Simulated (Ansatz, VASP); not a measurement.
## One calculation of Ta, two programs

INCAR

```
SYSTEM = Ta
PREC = Accurate ; ENCUT = 520
EDIFF = 1E-6 ; ISMEAR = -1
SIGMA = 0.08 ; LREAL = .False.
LASPH = .True. ; NELM = 60
ALGO = Normal ; ISIF = 2
LWAVE = .False. ; LCHARG = .True.
GGA = PE ; LELF = .True.
LVHAR = .True. ; NBANDS = 12
```

KPOINTS

```
regular mesh
0
Gamma
  17 17 17
  0 0 0
```

Contents of POSCAR:

```
Ta
1.0
   -1.6457572832      1.6457572832      1.6457572832
    1.6457572832     -1.6457572832      1.6457572832
    1.6457572832      1.6457572832     -1.6457572832
Ta
1
Direct
    0.0000000000      0.0000000000      0.0000000000
```

Input for Ansatz:

```yaml
crystal:
  lattice:
    - [-1.6457572832, 1.6457572832, 1.6457572832]
    - [1.6457572832, -1.6457572832, 1.6457572832]
    - [1.6457572832, 1.6457572832, -1.6457572832]
  atoms:
    - { symbol: Ta, position: [0.0, 0.0, 0.0] }
kpoints:
  mp_grid: { grid: [17, 17, 17] }
  band_path:
    path:
      - [0.0, 0.0, 0.0]
      - [0.5, -0.5, 0.5]
      - [0.0, 0.0, 0.5]
      - [0.0, 0.0, 0.0]
      - [0.25, 0.25, 0.25]
      - [0.5, -0.5, 0.5]
      - [0.25, 0.25, 0.25]
      - [0.0, 0.0, 0.5]
    npoints: 5
scf:
  occupations: { method: fermi_dirac, width: 0.08 }
hamiltonian:
  xc: pbe
  pseudopotentials: { kind: all_electron, lapw: { basis_error: 0.0005 } }
output:
  forces: true
  stress: true
  eigenvalues: true
```

Change from the starting cell: volume scaled by 0.99.

Alike in both runs: task single point; functional PBE; k mesh 17 × 17 × 17; occupations fermi-dirac, width 0.08 eV; no spin polarisation.

|  | VASP | Ansatz |
| --- | --- | --- |
| version | VASP 6.6.1 | Ansatz 0.2.0 |
| potentials or method | VASP PAW PBE potentials, release 64 (Ta_pv), cutoff 520 eV | all-electron LAPW, scalar-relativistic |

Ansatz gave:

```
pressure (GPa) : 5.2
```

What did VASP give for the same quantities?

Pressure (GPa): 5.4.

Ansatz ran all-electron here, and VASP with PAW potentials.

Spin-orbit coupling is off throughout.
